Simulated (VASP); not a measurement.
# C (Fmmm) in VASP: further runs

C is run at these levels: LDA; tasks: single point.

Everything below comes from runs of VASP 6.6.1. Logs are shortened: lines on timing, memory, paths and dates and some standing lists are left out, and cuts for length are marked.

## 1. The cell of the first run

Symmetry: Fmmm, No. 69, orthorhombic system. Conventional cell: a = 2.525 Å, b = 4.374 Å, c = 6.334 Å, α = 90.00°, β = 90.00°, γ = 90.00°. Within 1.9 Å of C (site symmetry m2m) lie 3 C at 1.46 Å.

## 2. Single point, LDA

Contents of INCAR:

```
SYSTEM = C
  PREC = Accurate
  ENCUT = 520
  EDIFF = 1E-6
  ISMEAR = 0
  SIGMA = 0.05
  LREAL = .False.
  LASPH = .True.
  NELM = 60
  ALGO = Normal
  ISIF = 2
  LWAVE = .False.
  LCHARG = .False.
  GGA = CA
  NBANDS = 11
```

Contents of KPOINTS:

```
regular mesh
0
Gamma
  14 14 14
  0 0 0
```

Contents of POSCAR:

```
C
1.0
    0.0000000000      2.1869467782      3.1669703753
    1.2626096115      0.0000000000      3.1669703753
    1.2626096115      2.1869467782      0.0000000000
C
2
Direct
    0.1666700000      0.8333300000      0.1666700000
    0.8333300000      0.1666700000      0.8333300000
```

Potentials or basis: VASP PAW LDA potentials, release 64 (C).

Run with:

```bash
$ cat potpaw_LDA.64/C/POTCAR > POTCAR
$ mpirun -np 1 vasp_std > vasp.out
```

OUTCAR:

```text
SYSTEM = C
   PREC = Accurate
   ENCUT = 520
   EDIFF = 1E-6
   ISMEAR = 0
   LREAL = .False.
   LASPH = .True.
   NELM = 60
   ISIF = 2
   GGA = CA

 ion  position               nearest neighbor table
   1  0.167  0.833  0.167-   2 1.46   2 1.46   2 1.46
   2  0.833  0.167  0.833-   1 1.46   1 1.46   1 1.46

  LATTYP: Found a face centered orthorhombic cell.
 ALAT       =     2.5252192230
 B/A-ratio  =     1.7320846905
 C/A-ratio  =     2.5082736156

  Lattice vectors:

 A1 = (   0.0000000000,   2.1869467782,   3.1669703753)
 A2 = (   1.2626096115,   0.0000000000,   3.1669703753)
 A3 = (   1.2626096115,   2.1869467782,   0.0000000000)

Analysis of symmetry for initial positions (statically):
=====================================================================
 Subroutine PRICEL returns:
 Original cell was already a primitive cell.

 Routine SETGRP: Setting up the symmetry group for a
 face centered orthorhombic supercell.

 Subroutine GETGRP returns: Found  8 space group operations
 (whereof  8 operations were pure point group operations)
 out of a pool of  8 trial point group operations.

The static configuration has the point symmetry D_2h.

Analysis of symmetry for dynamics (positions and initial velocities):
=====================================================================
 Subroutine PRICEL returns:
 Original cell was already a primitive cell.

 Routine SETGRP: Setting up the symmetry group for a
 face centered orthorhombic supercell.

 Subroutine GETGRP returns: Found  8 space group operations
 (whereof  8 operations were pure point group operations)
 out of a pool of  8 trial point group operations.

The dynamic configuration has the point symmetry D_2h.

 Subroutine INISYM returns: Found  8 space group operations
 (whereof  8 operations are pure point group operations),
 and found     1 'primitive' translations

----------------------------------------------------------------------------------------

                                     Primitive cell

  volume of cell :      17.4897

  direct lattice vectors                    reciprocal lattice vectors
     0.000000000  2.186946778  3.166970375    -0.396005222  0.228629249  0.157879595
     1.262609612  0.000000000  3.166970375     0.396005222 -0.228629249  0.157879595
     1.262609612  2.186946778  0.000000000     0.396005222  0.228629249 -0.157879595

  length of vectors
     3.848692969  3.409381819  2.525256272     0.483753487  0.483753487  0.483753487

  position of ions in fractional coordinates (direct lattice)
     0.166670000  0.833330000  0.166670000
     0.833330000  0.166670000  0.833330000

  ion indices of the primitive-cell ions
   primitive index   ion index
                 1           1
                 2           2

----------------------------------------------------------------------------------------

 KPOINTS: regular mesh

Automatic generation of k-mesh.
 Grid dimensions read from file:
 generate k-points for:   14   14   14

 Generating k-lattice:

  Cartesian coordinates                     Fractional coordinates (reciprocal lattice)
    -0.028286087  0.016330661  0.011277114     0.071428571  0.000000000  0.000000000
     0.028286087 -0.016330661  0.011277114     0.000000000  0.071428571  0.000000000
     0.028286087  0.016330661 -0.011277114     0.000000000  0.000000000  0.071428571

  Length of vectors
     0.034553821  0.034553821  0.034553821

  Shift w.r.t. Gamma in fractional coordinates (k-lattice)
     0.000000000  0.000000000  0.000000000

 Subroutine IBZKPT returns following result:
 ===========================================

 Found    428 irreducible k-points:

 Following reciprocal coordinates:
            Coordinates               Weight
  0.000000  0.000000  0.000000      1.000000
  0.071429  0.000000  0.000000      8.000000
  0.142857 -0.000000  0.000000      8.000000
  0.214286 -0.000000 -0.000000      8.000000
  0.285714  0.000000  0.000000      8.000000
  0.357143  0.000000  0.000000      8.000000
[... 16 lines left out ...]
  0.214286  0.142857 -0.000000      8.000000
  0.285714  0.142857  0.000000      8.000000
 [... further k-points ...]
   k-points           NKPTS =    428   k-points in BZ     NKDIM =    428   number of bands    NBANDS=     11
   number of dos      NEDOS =    301   number of ions     NIONS =      2
   total plane-waves  NPLWV =  16800
   dimension x,y,z NGX =    30 NGY =   28 NGZ =   20
   dimension x,y,z NGXF=    60 NGYF=   56 NGZF=   40
   ions per type =               2
   NGX,Y,Z   is equivalent  to a cutoff of  12.96, 13.65, 13.17 a.u.
   NGXF,Y,Z  is equivalent  to a cutoff of  25.92, 27.31, 26.33 a.u.
 SYSTEM =  C
   PREC   = accura    normal or accurate (medium, high low for compatibility)
   ISTART =      0    job   : 0-new  1-cont  2-samecut
   ICHARG =      2    charge: 1-file 2-atom 10-const
   ISPIN  =      1    spin polarized calculation?
   LNONCOLLINEAR =      F non collinear calculations
   LSORBIT =      F    spin-orbit coupling
   LASPH  =      T    aspherical Exc in radial PAW
   ENCUT  =  520.0 eV  38.22 Ry    6.18 a.u.   7.16  6.34  4.70*2*pi/ulx,y,z
   NELM   =     60;   NELMIN=  2; NELMDL= -5     # of ELM steps
   EDIFF  = 0.1E-05   stopping-criterion for ELM
   LREAL  =      F    real-space projection
   EDIFFG = 0.1E-04   stopping-criterion for IOM
   NSW    =      0    number of steps for IOM
   IBRION =     -1    ionic relax: 0-MD 1-quasi-New 2-CG
   NFREE  =      0    steps in history (QN), initial steepest desc. (CG)
   ISIF   =      2    stress and relaxation
   ISYM   =      2    0-nonsym 1-usesym 2-fastsym
   POTIM  = 0.5000    time-step for ionic-motion
   TEBEG  =    0.0;   TEEND  =   0.0 temperature during run
   PSTRESS=    0.0 pullay stress
   NELECT =       8.0000    total number of electrons
   NUPDOWN=      -1.0000    fix difference up-down
   EMIN   =  10.00;   EMAX   =-10.00  energy-range for DOS
   EFERMI =   0.00;   METHOD = LEGACY
   ISMEAR =     0;   SIGMA  =   0.05  broadening in eV -4-tet -1-fermi 0-gaus
   EFERMI_NEDOS =   21; number of points for ismear=-14 and -15
   IALGO  =     38    algorithm
   IMIX   =      4    mixing-type and parameters
     AMIX     =   0.40;   BMIX     =  1.00
     AMIX_MAG =   1.60;   BMIX_MAG =  1.00
  volume/ion in A,a.u.               =       8.74        59.01
  Fermi-wavevector in a.u.,A,eV,Ry     =   1.261376  2.383654 21.647797  1.591068
  Thomas-Fermi vector in A             =   2.394838
   LORBIT       =      0    0 simple, 1 ext, 2 COOP (PROOUT), +10 PAW based schemes
   GGA     = CA    functional components
   LHFCALC =     F    Hartree Fock is set to
   AEXX    =    0.0000 exact exchange contribution
   IVDW    =     0    specifies the selected vdW correction
   LEPSILON=     F    determine dielectric tensor
   LRPA    =     F    only Hartree local field effects (RPA)
 non-spin polarized calculation
 Gauss-broadening in eV      SIGMA  =   0.05
  energy-cutoff  :      520.00
  volume of cell :       17.49
 maximum number of plane-waves:       487
 NGX is ok and might be reduce to    30

 number of electron       8.0000000 magnetization

 Free energy of the ion-electron system (eV)
  ---------------------------------------------------
  ext. energy  EPLUGINS =         0.00000000
  ---------------------------------------------------
  free energy    TOTEN  =       -20.08113480 eV

  energy without entropy =      -20.08095572  energy(sigma->0) =      -20.08104526

 E-fermi :   5.0306     XC(G=0): -10.9666

 val. band max:        5.0177128548   @ k =   0.4286  -0.2143   0.3571
 cond. band min:       5.0611804971   @ k =  -0.2143   0.1429   0.2857
 fundamental gap:      0.0434676423
 Fermi energy:         5.0306217089

 k-point     1 :       0.0000    0.0000    0.0000
  band No.  band energies     occupation
      1     -14.3053      2.00000
      2      -0.9946      2.00000
      3       1.6307      2.00000
      4       1.6831      2.00000
      5       9.4177      0.00000
      6      12.4556      0.00000
      7      12.5870      0.00000
      8      15.0526      0.00000
      9      16.0148      0.00000
     10      26.0772      0.00000
     11      30.0649      0.00000

 k-point     2 :       0.0714    0.0000    0.0000
  band No.  band energies     occupation
      1     -14.1829      2.00000
      2      -0.9123      2.00000
      3       1.2148      2.00000
      4       1.4117      2.00000
      5       9.6319      0.00000
      6      12.5807      0.00000
      7      12.9766      0.00000
      8      14.6438      0.00000
      9      16.2510      0.00000
     10      26.4348      0.00000
     11      28.3130      0.00000

 k-point     3 :       0.1429   -0.0000    0.0000
  band No.  band energies     occupation
      1     -13.8174      2.00000
      2      -0.6610      2.00000
      3       0.0278      2.00000
      4       0.8262      2.00000
      5      10.2620      0.00000
      6      12.5425      0.00000
      7      13.5221      0.00000
      8      14.2740      0.00000
      9      17.0155      0.00000
     10      25.7340      0.00000
     11      27.4396      0.00000

 k-point     4 :       0.2143   -0.0000   -0.0000
  band No.  band energies     occupation
      1     -13.2136      2.00000
      2      -1.5803      2.00000
      3      -0.2306      2.00000
      4       0.1175      2.00000
      5      11.2267      0.00000
      6      11.9629      0.00000
      7      12.3377      0.00000
      8      16.1326      0.00000
      9      18.2238      0.00000
     10      23.7257      0.00000
     11      27.8423      0.00000

 k-point     5 :       0.2857    0.0000    0.0000
  band No.  band energies     occupation
      1     -12.3805      2.00000
      2      -3.3589      2.00000
      3      -0.5475      2.00000
      4       0.3853      2.00000
      5      10.0938      0.00000
      6      11.9115      0.00000
      7      12.7629      0.00000
      8      18.2983      0.00000
      9      19.5394      0.00000
     10      22.3186      0.00000
     11      26.9194      0.00000
[... 211 lines left out ...]
 k-point    21 :      -0.0714    0.0714    0.0000
  band No.  band energies     occupation
      1     -13.8395      2.00000
      2      -0.4880      2.00000
      3       0.0332      2.00000
      4       0.8262      2.00000
      5       9.9597      0.00000
      6      12.5446      0.00000
      7      13.4975      0.00000
      8      14.2713      0.00000
      9      17.0339      0.00000
     10      25.6754      0.00000
     11      27.4275      0.00000

 k-point    22 :       0.1429    0.1429    0.0000
  band No.  band energies     occupation
      1     -14.2180      2.00000
      2      -1.6337      2.00000
      3       1.6355      2.00000
      4       1.6688      2.00000
      5      10.5941      0.00000
      6      12.4657      0.00000
      7      12.5512      0.00000
      8      15.0960      0.00000
      9      15.9762      0.00000
     10      25.9305      0.00000
     11      30.4667      0.00000

 k-point    23 :       0.2143    0.1429   -0.0000
  band No.  band energies     occupation
      1     -14.0570      2.00000
      2      -1.7925      2.00000
      3       1.1983      2.00000
      4       1.4098      2.00000
      5      11.3016      0.00000
      6      12.5641      0.00000
      7      12.9642      0.00000
      8      14.7338      0.00000
      9      16.1824      0.00000
     10      26.1666      0.00000
     11      28.9384      0.00000

 k-point    24 :       0.2857    0.1429    0.0000
  band No.  band energies     occupation
      1     -13.6602      2.00000
      2      -1.6980      2.00000
      3      -0.0096      2.00000
      4       0.8258      2.00000
      5      12.2036      0.00000
      6      12.6355      0.00000
      7      13.6884      0.00000
      8      14.2937      0.00000
      9      16.8881      0.00000
     10      26.0589      0.00000
     11      27.6288      0.00000

 [... further k-points ...]
[... 5 lines left out ...]
  --------------------------------------------------------------------------------------
  -------------------------------------------------------------------------------------
  Total       -4.0776302     -4.1388050      0.3012861      0.0000000      0.0000000      0.0000000
  in kB     -373.5400016   -379.1440514     27.5999523      0.0000000      0.0000000      0.0000000
  external PRESSURE =    -241.6947002 kB  Pullay stress =       0.0000000 kB

 VOLUME and BASIS-vectors are now :
 -----------------------------------------------------------------------------
  energy-cutoff  :      520.00
  volume of cell :       17.49
      direct lattice vectors                 reciprocal lattice vectors
     0.000000000  2.186946778  3.166970375    -0.396005222  0.228629249  0.157879595
     1.262609612  0.000000000  3.166970375     0.396005222 -0.228629249  0.157879595
     1.262609612  2.186946778  0.000000000     0.396005222  0.228629249 -0.157879595

 POSITION                                       TOTAL-FORCE (eV/Angst)
 -----------------------------------------------------------------------------------
      1.26261      0.72900      3.16697         0.000000      0.030683      0.000000
      1.26261      3.64490      3.16697         0.000000     -0.030683      0.000000
 -----------------------------------------------------------------------------------
    total drift:                               -0.000000     -0.000000     -0.000000

  FREE ENERGIE OF THE ION-ELECTRON SYSTEM (eV)
  ---------------------------------------------------
  free  energy   TOTEN  =       -20.0811347968 eV

  energy  without entropy=      -20.0809557189  energy(sigma->0) =      -20.08104526
```

It took 34 s on 1 thread of Intel Xeon 6975P-C (Granite Rapids), shared host; peak memory 0.17 GiB.

What came out:

```
Free energy            : -20.0811 eV
Pressure               : -24.2 GPa
Largest force          : 0.031 eV/Å
Band gap on the k mesh : zero (band 4 reaches 5.07 eV, above the bottom of band 5 at 5.06 eV)
```

Forces in eV/Å, atoms in the order of the input:
```
C    0.000  0.031  0.000
C    0.000 -0.031  0.000
```

## 3. Single point, LDA

This run uses another cell than the first one, of the same volume but with other edges.

Contents of INCAR:

```
PREC = Accurate ; ENCUT = 520
EDIFF = 1E-6 ; ISMEAR = 0
SIGMA = 0.05 ; LREAL = F
LASPH = T ; NELM = 80
ALGO = Normal ; ISIF = 2
LWAVE = F ; LCHARG = F
NBANDS = 11
```

Contents of KPOINTS:

```
regular mesh
0
Gamma
  14 14 14
```

Contents of POSCAR:

```
C
1.0
    0.0000000000      2.0604872342      3.5676362887
    1.1895995880      0.0000000000      3.5676362887
    1.1895995880      2.0604872342      0.0000000000
C
2
Direct
    0.1666700000      0.8333300000      0.1666700000
    0.8333300000      0.1666700000      0.8333300000
```

Potentials or basis: VASP PAW LDA potentials, release 64 (C).

Run with:

```bash
$ cat potpaw_LDA.64/C/POTCAR > POTCAR
$ mpirun -np 1 vasp_std > vasp.out
```

OUTCAR:

```text
PREC = Accurate
   ENCUT = 520
   EDIFF = 1E-6
   ISMEAR = 0
   LREAL = F
   LASPH = T
   NELM = 80
   ISIF = 2

 ion  position               nearest neighbor table
   1  0.167  0.833  0.167-   2 1.37   2 1.37   2 1.37
   2  0.833  0.167  0.833-   1 1.37   1 1.37   1 1.37

  LATTYP: Found a face centered orthorhombic cell.
 ALAT       =     2.3791991760
 B/A-ratio  =     1.7320846905
 C/A-ratio  =     2.9990228012

  Lattice vectors:

 A1 = (   0.0000000000,   2.0604872342,   3.5676362887)
 A2 = (   1.1895995880,   0.0000000000,   3.5676362887)
 A3 = (   1.1895995880,   2.0604872342,   0.0000000000)

Analysis of symmetry for initial positions (statically):
=====================================================================
 Subroutine PRICEL returns:
 Original cell was already a primitive cell.

 Routine SETGRP: Setting up the symmetry group for a
 face centered orthorhombic supercell.

 Subroutine GETGRP returns: Found  8 space group operations
 (whereof  8 operations were pure point group operations)
 out of a pool of  8 trial point group operations.

[... 164 lines left out ...]
 val. band max:        4.4757552075   @ k =   0.5000  -0.1429   0.3571
 cond. band min:       5.1815759379   @ k =  -0.0714   0.2857   0.2857
 fundamental gap:      0.7058207304
 Fermi energy:         4.7665147256

 k-point     1 :       0.0000    0.0000    0.0000
  band No.  band energies     occupation
      1     -15.5779      2.00000
      2      -2.9678      2.00000
      3       1.6979      2.00000
      4       1.7087      2.00000
      5       7.6509      0.00000
      6      13.6655      0.00000
      7      13.7024      0.00000
      8      17.3170      0.00000
      9      20.0495      0.00000
     10      27.8510      0.00000
     11      28.3643      0.00000
[... 309 lines left out ...]
 k-point    24 :       0.2857    0.1429    0.0000
  band No.  band energies     occupation
      1     -14.9978      2.00000
      2      -2.9629      2.00000
      3      -0.0929      2.00000
      4       0.7205      2.00000
      5       9.9357      0.00000
      6      13.8574      0.00000
      7      15.5410      0.00000
      8      15.7984      0.00000
      9      20.7124      0.00000
     10      24.8613      0.00000
     11      29.4193      0.00000

 [... further k-points ...]
[... 5 lines left out ...]
  --------------------------------------------------------------------------------------
  -------------------------------------------------------------------------------------
  Total        4.2116664      4.2157161     -0.1442900     -0.0000000      0.0000000      0.0000000
  in kB      385.8186749    386.1896598    -13.2179905     -0.0000000      0.0000000      0.0000000
  external PRESSURE =     252.9301147 kB  Pullay stress =       0.0000000 kB

 VOLUME and BASIS-vectors are now :
 -----------------------------------------------------------------------------
  energy-cutoff  :      520.00
  volume of cell :       17.49
      direct lattice vectors                 reciprocal lattice vectors
     0.000000000  2.060487234  3.567636289    -0.420309493  0.242661052  0.140148816
     1.189599588  0.000000000  3.567636289     0.420309493 -0.242661052  0.140148816
     1.189599588  2.060487234  0.000000000     0.420309493  0.242661052 -0.140148816

 POSITION                                       TOTAL-FORCE (eV/Angst)
 -----------------------------------------------------------------------------------
      1.18960      0.68684      3.56764         0.000000      0.016878      0.000000
      1.18960      3.43413      3.56764         0.000000     -0.016878      0.000000
 -----------------------------------------------------------------------------------
    total drift:                               -0.000000     -0.000000      0.000000

  FREE ENERGIE OF THE ION-ELECTRON SYSTEM (eV)
  ---------------------------------------------------
  free  energy   TOTEN  =       -20.0993023186 eV

  energy  without entropy=      -20.0993023186  energy(sigma->0) =      -20.09930232
```

OSZICAR:

```text
N       E                     dE             d eps       ncg     rms          rms(c)
DAV:   1    -0.558168191933E+00   -0.55817E+00   -0.41190E+03  9539   0.646E+02
DAV:   2    -0.215010049069E+02   -0.20943E+02   -0.20161E+02 12344   0.124E+02
DAV:   3    -0.219667334298E+02   -0.46573E+00   -0.46489E+00 11894   0.150E+01
DAV:   4    -0.219685665236E+02   -0.18331E-02   -0.18329E-02 11092   0.116E+00
DAV:   5    -0.219685752694E+02   -0.87458E-05   -0.87457E-05 12118   0.717E-02    0.740E+00
DAV:   6    -0.205414241122E+02    0.14272E+01   -0.12246E+00 10769   0.654E+00    0.419E+00
DAV:   7    -0.200987190907E+02    0.44271E+00   -0.13487E+00 11050   0.688E+00    0.123E+00
DAV:   8    -0.201006440022E+02   -0.19249E-02   -0.41494E-02 10667   0.132E+00    0.235E-01
DAV:   9    -0.200993467880E+02    0.12972E-02   -0.23874E-03 11241   0.290E-01    0.968E-02
DAV:  10    -0.200993024693E+02    0.44319E-04   -0.29552E-04 11670   0.115E-01    0.373E-02
DAV:  11    -0.200993023186E+02    0.15064E-06   -0.62779E-06 10913   0.184E-02
   1 F= -.20099302E+02 E0= -.20099302E+02  d E =-.423399E-19
```

stdout:

```text
POSCAR found type information on POSCAR C
 POSCAR found :  1 types and       2 ions
 scaLAPACK will be used
 LDA part: xc-table for (Slater(with rela. corr.)+CA(PZ))
 , standard interpolation
 POSCAR, INCAR and KPOINTS ok, starting setup
 FFT: planning ... GRIDC
 FFT: planning ... GRID_SOFT
 FFT: planning ... GRID
 WAVECAR not read
 entering main loop
```

Run time: 25 s. Hardware: 1 thread of Intel Xeon 6975P-C (Granite Rapids), shared host; peak memory 0.17 GiB.

What came out:

* Free energy: -20.0993 eV
* Pressure: 25.3 GPa
* Largest force: 0.017 eV/Å
* Band gap on the k mesh: 0.71 eV, indirect (least direct gap 0.82 eV)

Forces in eV/Å, atoms in the order of the input:
```
C    0.000  0.017  0.000
C    0.000 -0.017  0.000
```

 A k mesh can miss the band edges.

[end of part 1 of 2]
